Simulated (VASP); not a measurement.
Input of a VASP 6.6.1 run:

Contents of POSCAR:

```
HgTe
1.0
   -3.0044411569      3.0044411569      1.5383343083
    3.0044411569     -3.0044411569      1.5383343083
    3.0044411569      3.0044411569     -1.5383343083
Hg Te
1 1
Direct
    0.7500000000      0.2500000000      0.5000000000
    0.0000000000      0.0000000000      0.0000000000
```

INCAR.step1

```
PREC     = Accurate       # precision mode
ENCUT    = 520            # plane-wave cutoff, eV
ISMEAR   = -1             # smearing method
SIGMA    = 0.05           # smearing width, eV
LREAL    = False          # projectors in reciprocal space
LASPH    = True           # aspherical terms in the spheres
NELM     = 100            # most SCF steps
NBANDS   = 16             # bands
GGA      = PE             # functional
ALGO     = Normal         # electronic algorithm
EDIFF    = 1E-4           # SCF threshold, eV
LWAVE    = True           # write WAVECAR
LCHARG   = False          # write CHGCAR
```

The input INCAR.step2:

```
PREC     = Accurate       # precision mode
ENCUT    = 520            # plane-wave cutoff, eV
EDIFF    = 1E-6           # SCF threshold, eV
ISMEAR   = -1             # smearing method
SIGMA    = 0.05           # smearing width, eV
LREAL    = False          # projectors in reciprocal space
LASPH    = True           # aspherical terms in the spheres
NELM     = 100            # most SCF steps
ALGO     = Normal         # electronic algorithm
ISIF     = 2              # what is computed and relaxed
LWAVE    = False          # write WAVECAR
LCHARG   = False          # write CHGCAR
METAGGA  = R2SCAN         # meta-GGA
LMIXTAU  = True         
NBANDS   = 16             # bands
ISTART   = 1
```

File KPOINTS:

```
Automatic mesh
0
Gamma
  10 10 10
```

Potentials or basis: VASP PAW PBE potentials, release 64 (Hg, Te).

Run with:

```sh
$ cat potpaw_PBE.64/Hg/POTCAR potpaw_PBE.64/Te/POTCAR > POTCAR
$ cp INCAR.step1 INCAR
$ mpirun -np 1 vasp_std > vasp.out
$ cp INCAR.step2 INCAR
$ mpirun -np 1 vasp_std > vasp.out
```

Task: What does it give for the band gap on the k mesh?

Result: Zero (bands 9 and 10 overlap by 3.73 eV).

Task: Estimate the pressure.

Result: 0.9 GPa.

Stress tensor (GPa, compression positive):
```
-0.89  0.00  0.00
 0.00 -0.89  0.00
 0.00  0.00  4.62
```

Caveat: the PAW data sets were made with another functional, which shifts forces and pressure a little; spin-orbit coupling is left out, which moves the levels of the heavy elements.
